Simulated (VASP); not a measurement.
# CdF2 (Fm-3m) in VASP: notebook

Runs on CdF2. Level: LDA. Tasks: single point.

Program: VASP 6.6.1. These are calculated values, not measurements. Logs are shortened: lines on timing, memory, paths and dates and some standing lists are left out, and cuts for length are marked.

**1. The cell of the first run**

The structure is cubic, space group Fm-3m (No. 225). The conventional cell has a = 5.406 Å, b = 5.406 Å, c = 5.406 Å, α = 90.00°, β = 90.00°, γ = 90.00°. Within 3.1 Å of Cd (site symmetry m-3m) lie 8 F at 2.34 Å. Within 3.1 Å of F (site symmetry -43m) lie 4 Cd at 2.34 Å and 6 F at 2.70 Å.

**2. Single point, LDA (13.17 Å³/atom)**

Contents of INCAR:

```
PREC = Accurate
ENCUT = 520
EDIFF = 1E-6
ISMEAR = -1
SIGMA = 0.02
LREAL = F
LASPH = T
NELM = 60
ALGO = Normal
ISIF = 2
LWAVE = F
LCHARG = F
GGA = CA
NBANDS = 20
```

Contents of KPOINTS:

```
Automatic mesh
0
Gamma
  8 8 8
```

Contents of POSCAR:

```
CdF2
1.0
    0.0000000000      2.7029502319      2.7029502319
    2.7029502319      0.0000000000      2.7029502319
    2.7029502319      2.7029502319      0.0000000000
Cd F
1 2
Direct
    0.0000000000      0.0000000000      0.0000000000
    0.2500000000      0.2500000000      0.2500000000
    0.7500000000      0.7500000000      0.7500000000
```

Potentials or basis: VASP PAW LDA potentials, release 64 (Cd, F).

The run is started by

```
$ cat potpaw_LDA.64/Cd/POTCAR potpaw_LDA.64/F/POTCAR > POTCAR
$ mpirun -np 1 vasp_std > vasp.out
```

OUTCAR:

```text
PREC = Accurate
   ENCUT = 520
   EDIFF = 1E-6
   ISMEAR = -1
   LREAL = F
   LASPH = T
   NELM = 60
   ISIF = 2
   GGA = CA

 ion  position               nearest neighbor table
   1  0.000  0.000  0.000-   3 2.34   3 2.34   3 2.34   2 2.34   2 2.34   2 2.34   3 2.34   2 2.34

   2  0.250  0.250  0.250-   1 2.34   1 2.34   1 2.34   1 2.34
   3  0.750  0.750  0.750-   1 2.34   1 2.34   1 2.34   1 2.34

  LATTYP: Found a face centered cubic cell.
 ALAT       =     5.4059004638

  Lattice vectors:

 A1 = (   0.0000000000,   2.7029502319,   2.7029502319)
 A2 = (   2.7029502319,   0.0000000000,   2.7029502319)
 A3 = (   2.7029502319,   2.7029502319,   0.0000000000)

Analysis of symmetry for initial positions (statically):
=====================================================================
 Subroutine PRICEL returns:
 Original cell was already a primitive cell.

 Routine SETGRP: Setting up the symmetry group for a
 face centered cubic supercell.

 Subroutine GETGRP returns: Found 48 space group operations
 (whereof 48 operations were pure point group operations)
 out of a pool of 48 trial point group operations.

The static configuration has the point symmetry O_h .

Analysis of symmetry for dynamics (positions and initial velocities):
=====================================================================
 Subroutine PRICEL returns:
 Original cell was already a primitive cell.

 Routine SETGRP: Setting up the symmetry group for a
 face centered cubic supercell.

 Subroutine GETGRP returns: Found 48 space group operations
 (whereof 48 operations were pure point group operations)
 out of a pool of 48 trial point group operations.

The dynamic configuration has the point symmetry O_h .

 Subroutine INISYM returns: Found 48 space group operations
 (whereof 48 operations are pure point group operations),
 and found     1 'primitive' translations

----------------------------------------------------------------------------------------

                                     Primitive cell

  volume of cell :      39.4952

  direct lattice vectors                    reciprocal lattice vectors
     0.000000000  2.702950232  2.702950232    -0.184983058  0.184983058  0.184983058
     2.702950232  0.000000000  2.702950232     0.184983058 -0.184983058  0.184983058
     2.702950232  2.702950232  0.000000000     0.184983058  0.184983058 -0.184983058

  length of vectors
     3.822548876  3.822548876  3.822548876     0.320400055  0.320400055  0.320400055

  position of ions in fractional coordinates (direct lattice)
     0.000000000  0.000000000  0.000000000
     0.250000000  0.250000000  0.250000000
     0.750000000  0.750000000  0.750000000

  ion indices of the primitive-cell ions
   primitive index   ion index
                 1           1
                 2           2
                 3           3

----------------------------------------------------------------------------------------

 KPOINTS: Automatic mesh

Automatic generation of k-mesh.
 Grid dimensions read from file:
 generate k-points for:    8    8    8

 Generating k-lattice:

  Cartesian coordinates                     Fractional coordinates (reciprocal lattice)
    -0.023122882  0.023122882  0.023122882     0.125000000  0.000000000  0.000000000
     0.023122882 -0.023122882  0.023122882     0.000000000  0.125000000  0.000000000
     0.023122882  0.023122882 -0.023122882     0.000000000  0.000000000  0.125000000

  Length of vectors
     0.040050007  0.040050007  0.040050007

  Shift w.r.t. Gamma in fractional coordinates (k-lattice)
     0.000000000  0.000000000  0.000000000

 Subroutine IBZKPT returns following result:
 ===========================================

 Found     29 irreducible k-points:

 Following reciprocal coordinates:
            Coordinates               Weight
  0.000000  0.000000  0.000000      1.000000
  0.125000  0.000000  0.000000      8.000000
  0.250000  0.000000  0.000000      8.000000
  0.375000  0.000000  0.000000      8.000000
  0.500000  0.000000  0.000000      4.000000
  0.125000  0.125000  0.000000      6.000000
[... 16 lines left out ...]
  0.500000  0.250000  0.125000     48.000000
 -0.375000  0.250000  0.125000     24.000000
 [... further k-points ...]
   k-points           NKPTS =     29   k-points in BZ     NKDIM =     29   number of bands    NBANDS=     20
   number of dos      NEDOS =    301   number of ions     NIONS =      3
   total plane-waves  NPLWV =  21952
   dimension x,y,z NGX =    28 NGY =   28 NGZ =   28
   dimension x,y,z NGXF=    56 NGYF=   56 NGZF=   56
   ions per type =               1   2
   NGX,Y,Z   is equivalent  to a cutoff of  12.18, 12.18, 12.18 a.u.
   NGXF,Y,Z  is equivalent  to a cutoff of  24.35, 24.35, 24.35 a.u.
 SYSTEM =  unknown system
   PREC   = accura    normal or accurate (medium, high low for compatibility)
   ISTART =      0    job   : 0-new  1-cont  2-samecut
   ICHARG =      2    charge: 1-file 2-atom 10-const
   ISPIN  =      1    spin polarized calculation?
   LNONCOLLINEAR =      F non collinear calculations
   LSORBIT =      F    spin-orbit coupling
   LASPH  =      T    aspherical Exc in radial PAW
   ENCUT  =  520.0 eV  38.22 Ry    6.18 a.u.   7.11  7.11  7.11*2*pi/ulx,y,z
   NELM   =     60;   NELMIN=  2; NELMDL= -5     # of ELM steps
   EDIFF  = 0.1E-05   stopping-criterion for ELM
   LREAL  =      F    real-space projection
   EDIFFG = 0.1E-04   stopping-criterion for IOM
   NSW    =      0    number of steps for IOM
   IBRION =     -1    ionic relax: 0-MD 1-quasi-New 2-CG
   NFREE  =      0    steps in history (QN), initial steepest desc. (CG)
   ISIF   =      2    stress and relaxation
   ISYM   =      2    0-nonsym 1-usesym 2-fastsym
   POTIM  = 0.5000    time-step for ionic-motion
   TEBEG  =    0.0;   TEEND  =   0.0 temperature during run
   PSTRESS=    0.0 pullay stress
   NELECT =      26.0000    total number of electrons
   NUPDOWN=      -1.0000    fix difference up-down
   EMIN   =  10.00;   EMAX   =-10.00  energy-range for DOS
   EFERMI =   0.00;   METHOD = LEGACY
   ISMEAR =    -1;   SIGMA  =   0.02  broadening in eV -4-tet -1-fermi 0-gaus
   EFERMI_NEDOS =   21; number of points for ismear=-14 and -15
   IALGO  =     38    algorithm
   IMIX   =      4    mixing-type and parameters
     AMIX     =   0.40;   BMIX     =  1.00
     AMIX_MAG =   1.60;   BMIX_MAG =  1.00
  volume/ion in A,a.u.               =      13.17        88.84
  Fermi-wavevector in a.u.,A,eV,Ry     =   1.424135  2.691225 27.594808  2.028161
  Thomas-Fermi vector in A             =   2.544659
   LORBIT       =      0    0 simple, 1 ext, 2 COOP (PROOUT), +10 PAW based schemes
   GGA     = CA    functional components
   LHFCALC =     F    Hartree Fock is set to
   AEXX    =    0.0000 exact exchange contribution
   IVDW    =     0    specifies the selected vdW correction
   LEPSILON=     F    determine dielectric tensor
   LRPA    =     F    only Hartree local field effects (RPA)
 non-spin polarized calculation
  energy-cutoff  :      520.00
  volume of cell :       39.50
 maximum number of plane-waves:      1090
   NGX = 15   NGY = 15   NGZ = 15

 number of electron      25.9999983 magnetization

 Free energy of the ion-electron system (eV)
  ---------------------------------------------------
  ext. energy  EPLUGINS =         0.00000000
  ---------------------------------------------------
  free energy    TOTEN  =       -12.70364557 eV

  energy without entropy =      -12.70364557  energy(sigma->0) =      -12.70364557

 E-fermi :  -1.3207     XC(G=0): -11.0735

 val. band max:       -1.7384749292   @ k =  -0.2500   0.5000   0.2500
 cond. band min:       1.0238705247   @ k =   0.0000   0.0000   0.0000
 fundamental gap:      2.7623454539
 Fermi energy:        -1.3206607712

 k-point     1 :       0.0000    0.0000    0.0000
  band No.  band energies     occupation
      1     -22.1283      2.00000
      2     -20.9756      2.00000
      3      -7.3470      2.00000
      4      -7.3470      2.00000
      5      -7.3470      2.00000
      6      -6.1103      2.00000
[... 12 lines left out ...]
     19      17.7220      0.00000
     20      17.7220      0.00000

 k-point     2 :       0.1250    0.0000    0.0000
  band No.  band energies     occupation
      1     -22.0764      2.00000
      2     -21.0213      2.00000
      3      -7.2875      2.00000
      4      -7.2875      2.00000
      5      -7.1794      2.00000
      6      -6.1289      2.00000
[... 12 lines left out ...]
     19      17.3139      0.00000
     20      17.3139      0.00000

 k-point     3 :       0.2500    0.0000    0.0000
  band No.  band energies     occupation
      1     -21.9358      2.00000
      2     -21.1470      2.00000
      3      -7.1499      2.00000
      4      -7.1499      2.00000
      5      -6.7293      2.00000
      6      -6.1446      2.00000
[... 12 lines left out ...]
     19      16.6397      0.00000
     20      17.2666      0.00000

 k-point     4 :       0.3750    0.0000    0.0000
  band No.  band energies     occupation
      1     -21.7424      2.00000
      2     -21.3213      2.00000
      3      -7.0362      2.00000
      4      -7.0362      2.00000
      5      -6.1636      2.00000
      6      -6.0926      2.00000
[... 12 lines left out ...]
     19      16.1602      0.00000
     20      16.8335      0.00000

 k-point     5 :       0.5000    0.0000    0.0000
  band No.  band energies     occupation
      1     -21.5668      2.00000
      2     -21.4883      2.00000
      3      -7.0016      2.00000
      4      -7.0016      2.00000
      5      -6.0398      2.00000
      6      -6.0398      2.00000
[... 12 lines left out ...]
     19      15.9892      0.00000
     20      16.4960      0.00000

 k-point     6 :       0.1250    0.1250    0.0000
  band No.  band energies     occupation
      1     -22.0605      2.00000
      2     -21.0346      2.00000
      3      -7.2597      2.00000
      4      -7.2597      2.00000
      5      -7.1345      2.00000
      6      -6.1942      2.00000
[... 12 lines left out ...]
     19      17.3798      0.00000
     20      17.8704      0.00000

 k-point     7 :       0.2500    0.1250    0.0000
  band No.  band energies     occupation
      1     -21.9533      2.00000
      2     -21.1278      2.00000
      3      -7.1342      2.00000
      4      -7.1329      2.00000
      5      -6.7943      2.00000
      6      -6.2823      2.00000
[... 12 lines left out ...]
     19      17.6204      0.00000
     20      18.5572      0.00000
[... 277 lines left out ...]
 k-point    20 :      -0.3750    0.3750    0.0000
  band No.  band energies     occupation
      1     -21.5582      2.00000
      2     -21.4519      2.00000
      3      -6.9448      2.00000
      4      -6.4988      2.00000
      5      -6.2022      2.00000
      6      -6.1752      2.00000
[... 12 lines left out ...]
     19      18.2919      0.00000
     20      18.8332      0.00000

 k-point    21 :       0.5000    0.5000    0.0000
  band No.  band energies     occupation
      1     -21.6387      2.00000
      2     -21.3632      2.00000
      3      -7.1635      2.00000
      4      -6.3738      2.00000
      5      -6.3738      2.00000
      6      -5.9909      2.00000
[... 12 lines left out ...]
     19      17.3288      0.00000
     20      19.2558      0.00000

 k-point    22 :       0.3750    0.2500    0.1250
  band No.  band energies     occupation
      1     -21.8373      2.00000
      2     -21.2251      2.00000
      3      -7.0126      2.00000
      4      -6.9677      2.00000
      5      -6.4546      2.00000
      6      -6.3923      2.00000
[... 12 lines left out ...]
     19      17.2758      0.00000
     20      19.6643      0.00000

 k-point    23 :       0.5000    0.2500    0.1250
  band No.  band energies     occupation
      1     -21.6813      2.00000
      2     -21.3595      2.00000
      3      -6.9227      2.00000
      4      -6.8140      2.00000
      5      -6.3584      2.00000
      6      -6.1124      2.00000
[... 12 lines left out ...]
     19      16.7279      0.00000
     20      19.6993      0.00000

 k-point    24 :      -0.3750    0.2500    0.1250
  band No.  band energies     occupation
      1     -21.5353      2.00000
      2     -21.4959      2.00000
      3      -6.8930      2.00000
      4      -6.7745      2.00000
      5      -6.1770      2.00000
      6      -6.1512      2.00000
[... 12 lines left out ...]
     19      16.5151      0.00000
     20      20.0868      0.00000

 [... further k-points ...]

------------------------ aborting loop because EDIFF is reached ----------------------------------------

  FORCE on cell =-STRESS in cart. coord.  units (eV):
  Direction    XX          YY          ZZ          XY          YZ          ZX
  --------------------------------------------------------------------------------------
  -------------------------------------------------------------------------------------
  Total       -1.4117401     -1.4117401     -1.4117401      0.0000000      0.0000000      0.0000000
  in kB      -57.2692099    -57.2692099    -57.2692099      0.0000000      0.0000000      0.0000000
  external PRESSURE =     -57.2692099 kB  Pullay stress =       0.0000000 kB

 VOLUME and BASIS-vectors are now :
 -----------------------------------------------------------------------------
  energy-cutoff  :      520.00
  volume of cell :       39.50
      direct lattice vectors                 reciprocal lattice vectors
     0.000000000  2.702950232  2.702950232    -0.184983058  0.184983058  0.184983058
     2.702950232  0.000000000  2.702950232     0.184983058 -0.184983058  0.184983058
     2.702950232  2.702950232  0.000000000     0.184983058  0.184983058 -0.184983058

 POSITION                                       TOTAL-FORCE (eV/Angst)
 -----------------------------------------------------------------------------------
      0.00000      0.00000      0.00000        -0.000000     -0.000000     -0.000000
      1.35148      1.35148      1.35148         0.000000      0.000000      0.000000
      4.05443      4.05443      4.05443        -0.000000      0.000000     -0.000000
 -----------------------------------------------------------------------------------
    total drift:                                0.000000      0.000000      0.000000

  FREE ENERGIE OF THE ION-ELECTRON SYSTEM (eV)
  ---------------------------------------------------
  free  energy   TOTEN  =       -12.7036455722 eV

  energy  without entropy=      -12.7036455722  energy(sigma->0) =      -12.70364557
```

Run time: 31 s. Hardware: 1 thread of AMD EPYC 7R13, shared host; peak memory 0.12 GiB.

What came out:

* Free energy: -12.7036 eV
* Pressure: -5.7 GPa
* Band gap on the k mesh: 2.76 eV (least direct gap 3.26 eV)

Levels at points of the mesh, in eV from the valence-band top:
```csv
k point,band 9,band 10,band 11,band 12,band 13,band 14,band 15,band 16,band 17,band 18
"(0.00, 0.00, 0.00)",-0.98,-0.98,-0.49,-0.49,-0.49,2.76,12.26,12.26,12.26,17.04
"(0.50, 0.00, 0.00)",-2.32,-1.86,-1.86,-0.39,-0.39,6.87,8.76,14.05,14.05,17.73
"(0.50, 0.50, 0.00)",-3.00,-3.00,-0.50,-0.09,-0.09,7.67,9.28,11.43,13.84,13.84
```

Caveat: the cell stands under tension.

[end of part 1 of 2]
